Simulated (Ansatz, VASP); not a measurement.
# One calculation of Ni, two programs

```
Ni
1.0
     0.00000    1.60257    1.60257
     1.60257    0.00000    1.60257
     1.60257    1.60257    0.00000
Ni
1
Cartesian
  0.0000 0.0000 0.0000
```

Change from the starting cell: volume scaled by 0.76, LAPW.

Alike in both runs: task single point; functional PBE; k mesh 21 × 21 × 21; occupations fermi-dirac, width 0.05 eV; no spin polarisation.

|  | VASP | Ansatz |
| --- | --- | --- |
| version | VASP 6.6.1 | Ansatz 0.2.0 |
| potentials or method | VASP PAW PBE potentials, release 64 (Ni), cutoff 520 eV | all-electron LAPW, scalar-relativistic |

```tsv
	VASP	Ansatz	Ansatz less VASP
pressure (GPa)	106.7	107.8	+1.10
```

Both programs put the cell under a high pressure, so it lies far from rest at this level. Ansatz ran all-electron here, and VASP with PAW potentials.

Noted on VASP's run: the cell as given lies far from equilibrium.
